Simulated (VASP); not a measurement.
Wanted: the native input for a VASP 6.6.1 run.

* Task: single point
* Functional: PBEsol
* Dispersion: D3(BJ)
* Potentials or basis: VASP PAW PBE potentials, release 64 (Si, Al, N, C)
* Cutoff: 520 eV
* k mesh: 2 × 2 × 2, shifted
* Occupations: fermi-dirac, width 0.05 eV
* Spin: no spin polarisation
* Dipole correction: no
* Further INCAR settings: LREAL = Auto; ALGO = Normal; EDIFF = 1e-06; NBANDS = 86

The structure of Al5Si3C3N5 lies in POSCAR:

```
Al5Si3C3N5
1.0
    6.1989050000      0.0000000000      0.0000000000
    0.0000000000      5.3684090000      0.0000000000
    0.0000000000      0.0000000000     10.0157290000
Si Al N C
6 10 10 6
Direct
    0.2810430000      0.1624060000      0.2584490000
    0.5135030000      0.6778920000      0.7362430000
    0.0131110000      0.3190760000      0.4881860000
    0.0032800000      0.3252320000      0.9846930000
    0.4992050000      0.3584120000      0.4696650000
    0.2306240000      0.8185590000      0.4943550000
    0.2428330000      0.1701700000      0.7401410000
    0.0101210000      0.6752780000      0.2510580000
    0.0076190000      0.6586120000      0.7451790000
    0.7646430000      0.1768190000      0.2499060000
    0.7571880000      0.1914170000      0.7252770000
    0.4810920000      0.6717960000      0.2616690000
    0.4942150000      0.3260310000      0.0045500000
    0.2374730000      0.8082380000      0.9832930000
    0.7588140000      0.8411110000      0.4969140000
    0.7678510000      0.8408650000      0.9971410000
    0.9804740000      0.3452980000      0.1932470000
    0.4815070000      0.3259400000      0.1908200000
    0.4974380000      0.3338440000      0.6876860000
    0.2715190000      0.8623440000      0.6744940000
    0.7704220000      0.8493800000      0.1824930000
    0.2300610000      0.1981050000      0.4502240000
    0.2207640000      0.1622550000      0.9565120000
    0.9711670000      0.6890780000      0.9493800000
    0.7376810000      0.1751810000      0.9345810000
    0.5026860000      0.6792010000      0.9356500000
    0.9869430000      0.3295280000      0.6898890000
    0.2497770000      0.8635730000      0.1919420000
    0.7727750000      0.8324940000      0.6708040000
    0.9929640000      0.6581020000      0.4322450000
    0.7645100000      0.1568790000      0.4390720000
    0.5137660000      0.6642350000      0.4306340000
```

One way to write it, as run:

INCAR

```
ALGO = Normal ; EDIFF = 1E-6
ENCUT = 520 ; GGA = PS
ISIF = 2 ; ISMEAR = -1
IVDW = 12 ; LASPH = True
LCHARG = False ; LREAL = Auto
LWAVE = False ; NBANDS = 86
NELM = 60 ; PREC = Accurate
SIGMA = 0.05
```

KPOINTS

```
Automatic mesh
0
Gamma
  2 2 2
  0.5 0.5 0.5
```

Potentials or basis: VASP PAW PBE potentials, release 64 (Si, Al, N, C).

The run is started by

```bash
$ cat potpaw_PBE.64/Si/POTCAR potpaw_PBE.64/Al/POTCAR potpaw_PBE.64/N/POTCAR potpaw_PBE.64/C/POTCAR > POTCAR
$ mpirun -np 1 vasp_std > vasp.out
```

Results of the run:

```json
{
 "Pressure": "7.8 GPa",
 "Largest force": "12.345 eV/Å",
 "Band gap on the k mesh": "2.39 eV",
 "Dispersion energy per atom": "-0.232 eV"
}
```

Caveat: the k points lie up to 0.59 Å⁻¹ apart; three body term missing; the PAW data sets were made with another functional, which shifts forces and pressure a little; a shifted mesh leaves out Γ, where band edges can lie.

Run time: 7.1 min on 1 thread of Intel Xeon 8259CL, on a shared host, peak memory 0.41 GiB.
